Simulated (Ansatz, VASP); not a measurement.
This is a calculation of C for VASP 6.6.1.

INCAR

```
PREC = Accurate
ENCUT = 910
EDIFF = 1E-6
ISMEAR = -1
SIGMA = 0.05
LREAL = F
LASPH = T
NELM = 120
ALGO = Normal
ISIF = 2
LWAVE = F
LCHARG = F
GGA = PS
NBANDS = 11
GGA_COMPAT = F
```

Contents of KPOINTS:

```
Automatic mesh
0
Gamma
  13 13 13
```

POSCAR

```
C
1.0
    0.0000000000      1.7592674508      1.7592674508
    1.7592674508      0.0000000000      1.7592674508
    1.7592674508      1.7592674508      0.0000000000
C
2
Direct
    0.7500000000      0.7500000000      0.7500000000
    0.5000000000      0.5000000000      0.5000000000
```

Potentials or basis: VASP PAW PBE potentials, release 64 (C_h).

Command:

```console
$ cat potpaw_PBE.64/C_h/POTCAR > POTCAR
$ mpirun -np 1 vasp_std > vasp.out
```

Question: Set up the same calculation for Ansatz 0.2.0. Potentials there: Ansatz PAW.

Answer: As run (the cutoff follows the program's own potentials):

File input.yaml:

```yaml
crystal:
  lattice:
    - [0.0, 1.7592674508, 1.7592674508]
    - [1.7592674508, 0.0, 1.7592674508]
    - [1.7592674508, 1.7592674508, 0.0]
  atoms:
    - { symbol: C, position: [0.75, 0.75, 0.75] }
    - { symbol: C, position: [0.5, 0.5, 0.5] }
hamiltonian:
  xc: pbesol
  pseudopotentials: { kind: paw }
kpoints:
  mp_grid: { grid: [13, 13, 13] }
scf:
  occupations: { method: fermi_dirac, width: 0.05 }
output:
  forces: true
  stress: true
  eigenvalues: true
```

Potentials or basis: Ansatz PAW.

The run is started by

```sh
$ ansatz run input.yaml --threads 1 --pin off --max-ram 3584MiB --backend cpu --events-out ev --progress --plain --runs-dir out
```

Both were run:

|  | VASP | Ansatz | Ansatz less VASP |
| --- | --- | --- | --- |
| gap on the k mesh at the Fermi level (eV) | 4.11 | 4.11 | +0.001 |
| least direct gap on the mesh (eV) | 5.66 | 5.65 | -0.004 |

VASP's potentials were made for PBE, not for PBEsol.

Noted on VASP's run: the cutoff is short for stress, so the pressure is rough. Noted on Ansatz's run: Pulay correction over one GPa; odd divisions of the mesh miss points on the zone boundary, where band edges often lie, so the gap on the mesh can be too wide.
